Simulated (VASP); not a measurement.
Br:

```
Br
1.0
     3.06000    0.00000    0.00000
     0.00000    3.06000    0.00000
     0.00000    0.00000    3.06000
Br
1
Direct
  0.00000 0.00000 0.00000
```

- Program: VASP 6.6.1
- Task: relaxation of cell and atoms
- Functional: PBE
- Potentials or basis: VASP PAW PBE potentials, release 64 (Br)
- Cutoff: 600 eV
- k mesh: 13 × 13 × 13
- Occupations: fermi-dirac, width 0.02 eV
- Spin: no spin polarisation

At the start: pressure 1.2 GPa; volume 28.65 Å³/atom.

How do energy, volume and symmetry change on relaxing?

Over 3 steps the energy falls by 4.1 meV/atom and the volume is 29.75 Å³/atom (+3.8 %); space group Pm-3m (No. 221, to 0.05 Å).

Step by step:
```
step  energy change (eV)  largest force (eV/Å)  pressure (GPa)  volume (Å³)
   1              0.0000                0.0000            1.25        28.65
   2             -0.0040                0.0000            0.17        29.59
   3             -0.0041                0.0000            0.05        29.75
```

Final structure:
```
Br
1.0
     3.09865    0.00000    0.00000
     0.00000    3.09865    0.00000
     0.00000    0.00000    3.09865
Br
1
Direct
  0.00000 0.00000 0.00000
```

Caveat: an odd number of electrons without spin polarisation forces a metal; a magnetic or distorted state may lie lower.
